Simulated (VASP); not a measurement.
# Al8HRu8 (a cell with a defect) in VASP: single point with PBE

Aim: the single point of Al8HRu8 (a cell with a defect) with PBE.

Program: VASP 6.6.1. These are calculated values, not measurements. Logs are shortened: lines on timing, memory, paths and dates and some standing lists are left out, and cuts for length are marked.

## (1) The cell of the first run

The cell holds a defect, 17 atoms: a = 6.007 Å, b = 6.007 Å, c = 6.007 Å, α = 90.00°, β = 90.00°, γ = 90.00°.

## (2) Single point, PBE

Input file INCAR:

```
ALGO = Normal
EDIFF = 1E-6
ENCUT = 520
GGA = PE
ISIF = 2
ISMEAR = 1
LASPH = True
LCHARG = True
LELF = True
LREAL = Auto
LVHAR = True
LWAVE = False
NBANDS = 82
NELM = 60
PREC = Accurate
SIGMA = 0.1
```

Input file KPOINTS:

```
k-points
0
Gamma
  3 3 3
```

Input file POSCAR:

```
Al8HRu8
1.0
    6.0068828200      0.0000000000      0.0000000000
    0.0000000000      6.0068828200      0.0000000000
    0.0000000000      0.0000000000      6.0068828200
Al Ru H
8 8 1
Direct
   -0.0009264372      0.0071045168     -0.0131875388
   -0.0009264372      0.0071001884      0.5136224715
   -0.0009289344      0.4978385778      0.0000870668
   -0.0009267702      0.4978434056      0.5003462012
    0.4990738274      0.0015865134     -0.0027258731
    0.4990714968      0.0015788555      0.5031561445
    0.4990739939      0.4953061495     -0.0029417920
    0.4990716633      0.4953106443      0.5033758924
    0.2493925793      0.2477696077      0.2502196306
    0.2495757026      0.2517853345      0.7502147345
    0.2591543812      0.7466544853      0.2502098085
    0.2493867526      0.7484331116      0.7502168987
    0.7487522455      0.2477667776      0.2502192976
    0.7485704541      0.2517853345      0.7502132362
    0.7389929408      0.7466526540      0.2502154687
    0.7487580722      0.7484352758      0.7502182305
   -0.0009269367     -0.1537769302      0.2502217947
```

Potentials or basis: VASP PAW PBE potentials, release 64 (Al, Ru_pv, H).

Command:

```sh
$ cat potpaw_PBE.64/Al/POTCAR potpaw_PBE.64/Ru_pv/POTCAR potpaw_PBE.64/H/POTCAR > POTCAR
$ mpirun -np 1 vasp_std > vasp.out
```

OUTCAR:

```text
EDIFF = 1E-6
   ENCUT = 520
   GGA = PE
   ISIF = 2
   ISMEAR = 1
   LASPH = True
   LREAL = Auto
   NELM = 60
   PREC = Accurate

 ion  position               nearest neighbor table
   1  0.999  0.007  0.987-  17 1.85  10 2.54  14 2.54  16 2.59  12 2.59  13 2.62   9 2.62  11 2.72
                            15 2.72   2 2.84   3 2.95   5 3.00   5 3.00   3 3.06   2 3.16
   2  0.999  0.007  0.514-  17 1.85  14 2.54  10 2.54  12 2.59  16 2.59  13 2.62   9 2.62  15 2.72
                            11 2.72   1 2.84   4 2.95   6 3.00   6 3.00   4 3.06   1 3.16
   3  0.999  0.498  0.000-  14 2.59  10 2.59  13 2.60   9 2.60  16 2.60  12 2.60  15 2.63  11 2.63
                             1 2.95   4 3.00   7 3.00   7 3.00   4 3.00   1 3.06
   4  0.999  0.498  0.500-  14 2.59  10 2.59   9 2.60  13 2.60  12 2.60  16 2.60  15 2.63  11 2.63
                             2 2.95   3 3.00   8 3.00   8 3.00   3 3.00   2 3.06
   5  0.499  0.002  0.997-  14 2.59  10 2.59  11 2.59  15 2.59  13 2.60   9 2.60  16 2.60  12 2.60
                             7 2.97   6 2.97   1 3.00   1 3.00   6 3.04   7 3.04
   6  0.499  0.002  0.503-  10 2.59  14 2.59  11 2.59  15 2.59  13 2.60   9 2.60  12 2.60  16 2.60
                             8 2.97   5 2.97   2 3.00   2 3.00   5 3.04   8 3.04
   7  0.499  0.495  0.997-  14 2.57  10 2.57  11 2.58  15 2.58  16 2.60  12 2.60  13 2.60   9 2.60
                             8 2.97   5 2.97   3 3.00   3 3.00   5 3.04   8 3.04
   8  0.499  0.495  0.503-  10 2.57  14 2.57  15 2.58  11 2.58  12 2.60  16 2.60   9 2.60  13 2.60
                             7 2.97   6 2.97   4 3.00   4 3.00   6 3.04   7 3.04
   9  0.249  0.248  0.250-   6 2.60   5 2.60   8 2.60   7 2.60   4 2.60   3 2.60   2 2.62   1 2.62
                            11 3.00  13 3.00  10 3.00  10 3.00  13 3.01  11 3.01
  10  0.250  0.252  0.750-   2 2.54   1 2.54   8 2.57   7 2.57   4 2.59   3 2.59   5 2.59   6 2.59
                            12 2.98  14 3.00   9 3.00   9 3.00  14 3.01  12 3.02
  11  0.259  0.747  0.250-  17 1.67   7 2.58   8 2.58   5 2.59   6 2.59   3 2.63   4 2.63   1 2.72
                             2 2.72  15 2.88   9 3.00  12 3.00  12 3.00   9 3.01  15 3.12
  12  0.249  0.748  0.750-   2 2.59   1 2.59   8 2.60   7 2.60   6 2.60   5 2.60   4 2.60   3 2.60
                            10 2.98  16 3.00  11 3.00  11 3.00  16 3.01  10 3.02
  13  0.749  0.248  0.250-   5 2.60   6 2.60   7 2.60   8 2.60   3 2.60   4 2.60   1 2.62   2 2.62
                            15 3.00   9 3.00  14 3.00  14 3.00   9 3.01  15 3.01
  14  0.749  0.252  0.750-   2 2.54   1 2.54   8 2.57   7 2.57   3 2.59   4 2.59   5 2.59   6 2.59
                            16 2.98  10 3.00  13 3.00  13 3.00  10 3.01  16 3.02
  15  0.739  0.747  0.250-  17 1.67   7 2.58   8 2.58   6 2.59   5 2.59   4 2.63   3 2.63   2 2.72
                             1 2.72  11 2.88  13 3.00  16 3.00  16 3.00  13 3.01  11 3.12
  16  0.749  0.748  0.750-   2 2.59   1 2.59   7 2.60   8 2.60   5 2.60   6 2.60   3 2.60   4 2.60
                            14 2.98  12 3.00  15 3.00  15 3.00  12 3.01  14 3.02
  17  0.999  0.846  0.250-  15 1.67  11 1.67   2 1.85   1 1.85

  LATTYP: Found a simple cubic cell.
 ALAT       =     6.0068828200

  Lattice vectors:

 A1 = (   6.0068828200,   0.0000000000,   0.0000000000)
 A2 = (   0.0000000000,   6.0068828200,   0.0000000000)
 A3 = (   0.0000000000,   0.0000000000,   6.0068828200)

Analysis of symmetry for initial positions (statically):
=====================================================================
 Subroutine PRICEL returns:
 Original cell was already a primitive cell.

 Routine SETGRP: Setting up the symmetry group for a
 simple cubic supercell.

 Subroutine GETGRP returns: Found  2 space group operations
 (whereof  1 operations were pure point group operations)
 out of a pool of 48 trial point group operations.

The static configuration has the point symmetry C_1 .
 The point group associated with its full space group is C_1h.

Analysis of symmetry for dynamics (positions and initial velocities):
=====================================================================
 Subroutine PRICEL returns:
 Original cell was already a primitive cell.

 Routine SETGRP: Setting up the symmetry group for a
 simple cubic supercell.

 Subroutine GETGRP returns: Found  2 space group operations
 (whereof  1 operations were pure point group operations)
 out of a pool of 48 trial point group operations.

The dynamic configuration has the point symmetry C_1 .
 The point group associated with its full space group is C_1h.

 Subroutine INISYM returns: Found  2 space group operations
 (whereof  1 operations are pure point group operations),
 and found     1 'primitive' translations

----------------------------------------------------------------------------------------

                                     Primitive cell

  volume of cell :     216.7442

  direct lattice vectors                    reciprocal lattice vectors
     6.006882820  0.000000000  0.000000000     0.166475696  0.000000000  0.000000000
     0.000000000  6.006882820  0.000000000     0.000000000  0.166475696  0.000000000
     0.000000000  0.000000000  6.006882820     0.000000000  0.000000000  0.166475696

  length of vectors
     6.006882820  6.006882820  6.006882820     0.166475696  0.166475696  0.166475696

  position of ions in fractional coordinates (direct lattice)
     0.999073563  0.007104517  0.986812461
     0.999073563  0.007100188  0.513622471
     0.999071066  0.497838578  0.000087067
     0.999073230  0.497843406  0.500346201
     0.499073827  0.001586513  0.997274127
     0.499071497  0.001578856  0.503156144
[... 9 lines left out ...]
     0.748758072  0.748435276  0.750218231
     0.999073063  0.846223070  0.250221795

  ion indices of the primitive-cell ions
   primitive index   ion index
                 1           1
                 2           2
                 3           3
                 4           4
                 5           5
                 6           6
[... 9 lines left out ...]
                16          16
                17          17

----------------------------------------------------------------------------------------

 KPOINTS: k-points

Automatic generation of k-mesh.
 Grid dimensions read from file:
 generate k-points for:    3    3    3

 Generating k-lattice:

  Cartesian coordinates                     Fractional coordinates (reciprocal lattice)
     0.055491899  0.000000000  0.000000000     0.333333333  0.000000000  0.000000000
     0.000000000  0.055491899  0.000000000     0.000000000  0.333333333  0.000000000
     0.000000000  0.000000000  0.055491899     0.000000000  0.000000000  0.333333333

  Length of vectors
     0.055491899  0.055491899  0.055491899

  Shift w.r.t. Gamma in fractional coordinates (k-lattice)
     0.000000000  0.000000000  0.000000000

 Subroutine IBZKPT returns following result:
 ===========================================

 Found     10 irreducible k-points:

 Following reciprocal coordinates:
            Coordinates               Weight
  0.000000  0.000000  0.000000      1.000000
  0.333333  0.000000  0.000000      2.000000
  0.000000  0.333333  0.000000      2.000000
  0.000000  0.000000  0.333333      2.000000
  0.333333  0.333333  0.000000      4.000000
  0.000000  0.333333  0.333333      2.000000
  0.333333  0.000000  0.333333      4.000000
  0.000000 -0.333333  0.333333      2.000000
  0.333333  0.333333  0.333333      4.000000
 -0.333333 -0.333333  0.333333      4.000000
   k-points           NKPTS =     10   k-points in BZ     NKDIM =     10   number of bands    NBANDS=     82
   number of dos      NEDOS =    301   number of ions     NIONS =     17
   total plane-waves  NPLWV = 110592
   dimension x,y,z NGX =    48 NGY =   48 NGZ =   48
   dimension x,y,z NGXF=    96 NGYF=   96 NGZF=   96
   ions per type =               8   8   1
   NGX,Y,Z   is equivalent  to a cutoff of  13.28, 13.28, 13.28 a.u.
   NGXF,Y,Z  is equivalent  to a cutoff of  26.57, 26.57, 26.57 a.u.
 SYSTEM =  unknown system
   PREC   = accura    normal or accurate (medium, high low for compatibility)
   ISTART =      0    job   : 0-new  1-cont  2-samecut
   ICHARG =      2    charge: 1-file 2-atom 10-const
   ISPIN  =      1    spin polarized calculation?
   LNONCOLLINEAR =      F non collinear calculations
   LSORBIT =      F    spin-orbit coupling
   LASPH  =      T    aspherical Exc in radial PAW
   ENCUT  =  520.0 eV  38.22 Ry    6.18 a.u.  11.17 11.17 11.17*2*pi/ulx,y,z
   NELM   =     60;   NELMIN=  2; NELMDL= -5     # of ELM steps
   EDIFF  = 0.1E-05   stopping-criterion for ELM
   LREAL  =      T    real-space projection
   EDIFFG = 0.1E-04   stopping-criterion for IOM
   NSW    =      0    number of steps for IOM
   IBRION =     -1    ionic relax: 0-MD 1-quasi-New 2-CG
   NFREE  =      0    steps in history (QN), initial steepest desc. (CG)
   ISIF   =      2    stress and relaxation
   ISYM   =      2    0-nonsym 1-usesym 2-fastsym
   POTIM  = 0.5000    time-step for ionic-motion
   TEBEG  =    0.0;   TEEND  =   0.0 temperature during run
   PSTRESS=    0.0 pullay stress
   NELECT =     137.0000    total number of electrons
   NUPDOWN=      -1.0000    fix difference up-down
   EMIN   =  10.00;   EMAX   =-10.00  energy-range for DOS
   EFERMI =   0.00;   METHOD = LEGACY
   ISMEAR =     1;   SIGMA  =   0.10  broadening in eV -4-tet -1-fermi 0-gaus
   EFERMI_NEDOS =   21; number of points for ismear=-14 and -15
   IALGO  =     38    algorithm
   IMIX   =      4    mixing-type and parameters
     AMIX     =   0.40;   BMIX     =  1.00
     AMIX_MAG =   1.60;   BMIX_MAG =  1.00
  volume/ion in A,a.u.               =      12.75        86.04
  Fermi-wavevector in a.u.,A,eV,Ry     =   1.404966  2.655001 26.856946  1.973930
  Thomas-Fermi vector in A             =   2.527475
   LORBIT       =      0    0 simple, 1 ext, 2 COOP (PROOUT), +10 PAW based schemes
   GGA     = PE    functional components
   LHFCALC =     F    Hartree Fock is set to
   AEXX    =    0.0000 exact exchange contribution
   IVDW    =     0    specifies the selected vdW correction
   LEPSILON=     F    determine dielectric tensor
   LRPA    =     F    only Hartree local field effects (RPA)
 non-spin polarized calculation
 Methfessel and Paxton  Order N= 1 SIGMA  =   0.10
  energy-cutoff  :      520.00
  volume of cell :      216.74
 maximum number of plane-waves:      5868
 NGX is ok and might be reduce to    48
   NGX = 23   NGY = 23   NGZ = 23

 number of electron     136.9999981 magnetization

 Free energy of the ion-electron system (eV)
  ---------------------------------------------------
  ext. energy  EPLUGINS =         0.00000000
  ---------------------------------------------------
  free energy    TOTEN  =      -117.13694250 eV

  energy without entropy =     -117.12469351  energy(sigma->0) =     -117.13285950

 E-fermi :  10.5578     XC(G=0): -12.5469

 val. band max:       10.5433014621   @ k =   0.3333   0.3333   0.0000
 cond. band min:      10.5608922355   @ k =   0.3333   0.0000   0.0000
 fundamental gap:      0.0175907733
 Fermi energy:        10.5577642405

 k-point     1 :       0.0000    0.0000    0.0000
  band No.  band energies     occupation
      1     -31.6137      2.00000
      2     -31.4011      2.00000
      3     -31.3313      2.00000
      4     -31.3239      2.00000
      5     -31.2983      2.00000
      6     -31.2826      2.00000
[... 72 lines left out ...]
     79      13.8223      0.00000
     80      14.7070      0.00000

 k-point     2 :       0.3333    0.0000    0.0000
  band No.  band energies     occupation
      1     -31.5615      2.00000
      2     -31.4473      2.00000
      3     -31.3234      2.00000
      4     -31.3182      2.00000
      5     -31.3041      2.00000
      6     -31.2976      2.00000
[... 656 lines left out ...]
 k-point    10 :      -0.3333   -0.3333    0.3333
  band No.  band energies     occupation
      1     -31.5601      2.00000
      2     -31.4439      2.00000
      3     -31.2897      2.00000
      4     -31.2816      2.00000
      5     -31.2678      2.00000
      6     -31.2659      2.00000
[... 72 lines left out ...]
     79      15.3930      0.00000
     80      15.5657      0.00000
 [bands above 80 left out]

------------------------ aborting loop because EDIFF is reached ----------------------------------------

  FORCE on cell =-STRESS in cart. coord.  units (eV):
  Direction    XX          YY          ZZ          XY          YZ          ZX
  --------------------------------------------------------------------------------------
  -------------------------------------------------------------------------------------
  Total        3.4291969      3.5635068      4.3746620      0.0000000     -0.0013164      0.0000000
  in kB       25.3486902     26.3415115     32.3375866      0.0000000     -0.0097311      0.0000000
  external PRESSURE =      28.0092627 kB  Pullay stress =       0.0000000 kB

 VOLUME and BASIS-vectors are now :
 -----------------------------------------------------------------------------
  energy-cutoff  :      520.00
  volume of cell :      216.74
      direct lattice vectors                 reciprocal lattice vectors
     6.006882820  0.000000000  0.000000000     0.166475696  0.000000000  0.000000000
     0.000000000  6.006882820  0.000000000     0.000000000  0.166475696  0.000000000
     0.000000000  0.000000000  6.006882820     0.000000000  0.000000000  0.166475696

 POSITION                                       TOTAL-FORCE (eV/Angst)
 -----------------------------------------------------------------------------------
      6.00132      0.04268      5.92767         0.000000      0.003367      0.000959
      6.00132      0.04265      3.08527         0.000000      0.003394     -0.001684
      6.00130      2.99046      0.00052         0.000000     -0.002096     -0.003432
      6.00132      2.99049      3.00552         0.000000     -0.002100      0.004359
      2.99788      0.00953      5.99051         0.000000      0.001672     -0.001125
      2.99786      0.00948      3.02240         0.000000      0.002833      0.002230
[... 9 lines left out ...]
      4.49770      4.49576      4.50647         0.001599     -0.001749      0.000285
      6.00131      5.08316      1.50305         0.000000      0.011035     -0.000114
 -----------------------------------------------------------------------------------
    total drift:                                0.008087     -0.005120     -0.000202

  FREE ENERGIE OF THE ION-ELECTRON SYSTEM (eV)
  ---------------------------------------------------
  free  energy   TOTEN  =      -117.1369424954 eV

  energy  without entropy=     -117.1246935071  energy(sigma->0) =     -117.13285950
```

It took 14 min on 1 thread of Oxide Virtual Turin-like, shared host; peak memory 0.36 GiB.

Results:

```
Free energy            : -117.1369 eV
Pressure               : 2.8 GPa
Largest force          : 0.011 eV/Å
Band gap on the k mesh : zero (an odd number of electrons rules out a gap without spin polarisation)
```

Forces in eV/Å, atoms in the order of the input:
```
Al   0.000  0.003  0.001
Al   0.000  0.003 -0.002
Al   0.000 -0.002 -0.003
Al   0.000 -0.002  0.004
Al   0.000  0.002 -0.001
Al   0.000  0.003  0.002
Al   0.000 -0.004 -0.003
Al   0.000 -0.004  0.002
Ru  -0.002 -0.002  0.000
Ru   0.001  0.004  0.000
Ru   0.001 -0.005  0.000
Ru  -0.002 -0.002  0.000
Ru   0.002 -0.002  0.000
Ru  -0.001  0.004  0.000
Ru  -0.001 -0.005  0.000
Ru   0.002 -0.002  0.000
H    0.000  0.011  0.000
```

Stress tensor (GPa, compression positive):
```
2.53 0.00 0.00
0.00 2.63 0.00
0.00 0.00 3.23
```
